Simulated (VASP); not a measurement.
## BAs: single point with PBEsol

Crystal: BAs.

```
CELL_PARAMETERS angstrom
0.00000 2.46560 2.46560
2.46560 0.00000 2.46560
2.46560 2.46560 0.00000
ATOMIC_POSITIONS crystal
B 0.00000 0.00000 0.00000
As 0.25000 0.25000 0.25000
```

* Program: VASP 6.6.1
* Task: single point
* Functional: PBEsol
* Potentials or basis: VASP PAW PBE potentials, release 64 (B, As)
* Cutoff: 520 eV
* k mesh: 8 × 8 × 8
* Occupations: gaussian, width 0.01 eV
* Spin: no spin polarisation

| Quantity | Value |
| --- | --- |
| Pressure | -11.0 GPa |
| Band gap on the k mesh | 1.18 eV, indirect (least direct gap 3.13 eV) |

Levels at points of the mesh, in eV from the valence-band top:
```
           k point  band 1  band 2  band 3  band 4  band 5  band 6  band 7  band 8  band 9
(0.00, 0.00, 0.00)  -14.60    0.00    0.00    0.00    3.13    3.13    3.13    3.51    8.90
(0.50, 0.00, 0.00)  -12.05   -8.16   -1.67   -1.67    2.12    4.61    4.61    8.50   11.88
(0.50, 0.50, 0.00)  -10.89   -8.02   -3.72   -3.72    1.40    1.44   10.46   10.46   11.96
```

It took 11 s on 1 thread of Intel(R) Xeon(R) Platinum 8488C (Sapphire Rapids), with other jobs on the host, peak memory 0.16 GiB.

Caveat: the PAW data sets were made with another functional, which shifts forces and pressure a little. A k mesh can miss the band edges.
